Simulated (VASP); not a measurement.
Set up this calculation in VASP 6.6.1, as the native input.

```
Task                   : single point
Functional             : PBE
Potentials or basis    : VASP PAW PBE potentials, release 64 (V_sv)
Cutoff                 : 520 eV
k mesh                 : 35 × 35 × 35
Occupations            : fermi-dirac, width 0.0612256 eV
Spin                   : no spin polarisation
Dipole correction      : no
Further INCAR settings : ALGO = Normal; EDIFF = 1e-07; NBANDS = 20
```

The structure of V lies in POSCAR:

```
V
1.0
    0.0000000000      2.6690198257      2.6690198257
    2.6690198257      0.0000000000      2.6690198257
    2.6690198257      2.6690198257      0.0000000000
V
2
Direct
    0.0000000000      0.0000000000      0.0000000000
    0.2500000000      0.2500000000      0.2500000000
```

This isn't the form of V at room conditions, which is bcc.

One way to write it, as run:

INCAR

```
SYSTEM = V
PREC = Accurate ; ENCUT = 520
EDIFF = 1E-7 ; ISMEAR = -1
SIGMA = 0.06122561905347299 ; LREAL = .FALSE.
LASPH = .TRUE. ; NELM = 80
ALGO = Normal ; ISIF = 2
LWAVE = .FALSE. ; LCHARG = .FALSE.
GGA = PE ; NBANDS = 20
```

KPOINTS

```
regular mesh
0
G
  35 35 35
  0 0 0
```

Potentials or basis: VASP PAW PBE potentials, release 64 (V_sv).

Launch:

```console
$ cat potpaw_PBE.64/V_sv/POTCAR > POTCAR
$ mpirun -np 1 vasp_std > vasp.out
```

It gave:

```yaml
Pressure: -0.9 GPa
Band_gap_on_the_k_mesh: zero (bands 13 and 14 overlap by 0.92 eV)
```

Wall time 11 min on 1 thread of Intel Xeon 8259CL, with other jobs on the host, peak memory 0.72 GiB.
